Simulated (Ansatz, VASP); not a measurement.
## One calculation of Ga2O3, two programs

```
Ga O
1.0
     2.49226    1.43891    4.48064
    -2.49226    1.43891    4.48064
     0.00000   -2.87782    4.48064
Ga O
4 6
Direct
  0.85543 0.85543 0.85543
  0.64457 0.64457 0.64457
  0.14457 0.14457 0.14457
  0.35543 0.35543 0.35543
  0.75000 0.44637 0.05363
  0.44637 0.05363 0.75000
  0.05363 0.75000 0.44637
  0.25000 0.55363 0.94637
  0.94637 0.25000 0.55363
  0.55363 0.94637 0.25000
```

Alike in both runs: task single point; functional PBE; k mesh 6 × 6 × 6; occupations fermi-dirac, width 0.02 eV; no spin polarisation.

```csv
,VASP,Ansatz
version,VASP 6.6.1,Ansatz 0.2.0
potentials or method,"VASP PAW PBE potentials, release 64 (Ga_d, O)","plane waves, PAW"
plane-wave cutoff (eV),520,420
valence electrons in the cell,88,88
```

|  | VASP | Ansatz | Ansatz less VASP |
| --- | --- | --- | --- |
| gap on the k mesh at the Fermi level (eV) | 2.85 | 2.85 | +0.007 |
| pressure (GPa) | 10.5 | 9.4 | -1.06 |
| traceless stress, the component that is largest in VASP (GPa) | -0.85 | -0.78 | +0.077 |
| rms of the force components (eV/Å) | 0.027 | 0.021 | -0.0055 |

Atom by atom the forces differ by 0.007 eV/Å (rms over components).
